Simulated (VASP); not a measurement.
Write the native input for VASP 6.6.1 that does the following.

```
Task                   : single point
Functional             : LDA
Potentials or basis    : VASP PAW LDA potentials, release 64 (Ti_sv, Se)
Cutoff                 : 520 eV
k mesh                 : 12 × 12 × 5
Occupations            : methfessel-paxton, width 0.1 eV
Spin                   : no spin polarisation
Dipole correction      : no
Further INCAR settings : ALGO = Normal; EDIFF = 1e-06; NBANDS = 29
```

The structure of Ti3Se lies in POSCAR:

```
Ti3Se
1.0
    3.1335010000      0.0000000000      0.0000000000
   -1.5667456000      2.7136886000      0.0000000000
    0.0000000000      0.0000000000      8.2702519783
Ti Se
3 1
Direct
    0.3333333333      0.6666666667      0.2271000000
    0.3333333333      0.6666666667      0.7729000000
    0.6666666667      0.3333333333      0.5000000000
    0.0000000000      0.0000000000      0.0000000000
```

The input as run:

INCAR

```
SYSTEM = Ti3Se
PREC = Accurate
ENCUT = 520
EDIFF = 1E-6
ISMEAR = 1
SIGMA = 0.1
LREAL = .FALSE.
LASPH = .TRUE.
NELM = 60
ALGO = Normal
ISIF = 2
LWAVE = .FALSE.
LCHARG = .FALSE.
GGA = CA
NBANDS = 29
```

KPOINTS

```
Automatic mesh
0
G
  12 12 5
  0 0 0
```

Potentials or basis: VASP PAW LDA potentials, release 64 (Ti_sv, Se).

The run is started by

```sh
$ cat potpaw_LDA.64/Ti_sv/POTCAR potpaw_LDA.64/Se/POTCAR > POTCAR
$ mpirun -np 1 vasp_std > vasp.out
```

Results of the run:

* Pressure: -8.5 GPa
* Largest force: 0.185 eV/Å
* Band gap on the k mesh: zero (band 21 reaches 8.38 eV, above the bottom of band 22 at 7.58 eV)

Wall time 44 s on 1 thread of Intel(R) Xeon(R) 6975P-C (Granite Rapids) (shared host), peak memory 0.22 GiB.
